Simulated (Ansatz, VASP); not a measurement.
BAs: VASP beside Ansatz

File INCAR:

```
SYSTEM = BAs
PREC = Accurate ; ENCUT = 520
EDIFF = 1E-8 ; ISMEAR = -1
SIGMA = 0.05 ; LREAL = .False.
LASPH = .True. ; NELM = 60
ALGO = Normal ; ISIF = 2
LWAVE = .False. ; LCHARG = .False.
GGA = CA ; LEFG = .True.
NBANDS = 11
```

Contents of KPOINTS:

```
regular mesh
0
Gamma
  13 13 13
  0 0 0
```

POSCAR

```
BAs
1.0
    0.0000000000      2.3397414207      2.3397414207
    2.3397414207      0.0000000000      2.3397414207
    2.3397414207      2.3397414207      0.0000000000
B As
1 1
Direct
    0.0000000000      0.0000000000      0.0000000000
    0.7500000000      0.7500000000      0.7500000000
```

Input for Ansatz:

```yaml
crystal:
  lattice:
    - [0.0, 2.3397414207, 2.3397414207]
    - [2.3397414207, 0.0, 2.3397414207]
    - [2.3397414207, 2.3397414207, 0.0]
  atoms:
    - { symbol: B, position: [0.0, 0.0, 0.0] }
    - { symbol: As, position: [0.75, 0.75, 0.75] }
kpoints:
  mp_grid: { grid: [13, 13, 13] }
scf:
  occupations: { method: fermi_dirac, width: 0.05 }
hamiltonian:
  xc: lda
  pseudopotentials: { kind: paw }
output:
  forces: true
  stress: true
  eigenvalues: true
  efg: { contact_densities: true }
```

Change from the starting cell: volume scaled by 0.94, PAW files.

Alike in both runs: task electric field gradients; functional LDA; k mesh 13 × 13 × 13; occupations fermi-dirac, width 0.05 eV; no spin polarisation.

```csv
,VASP,Ansatz
version,VASP 6.6.1,Ansatz 0.2.0
potentials or method,"VASP PAW LDA potentials, release 64 (B, As)","PAW with Ansatz's default frozen-core files, scalar-relativistic"
plane-wave cutoff (eV),520,420
valence electrons in the cell,8,18
```

VASP gave:

```
pressure (GPa) : 6.4
```

**Question.** Which values does Ansatz return?

**Answer.** Pressure (GPa): 5.3.

LDA's correlation is that of Perdew and Zunger in VASP and of Perdew and Wang (1992) in Ansatz. VASP's potentials hold 8 valence electrons a cell and Ansatz's 18, so a difference there can come from the potentials and not from the codes.
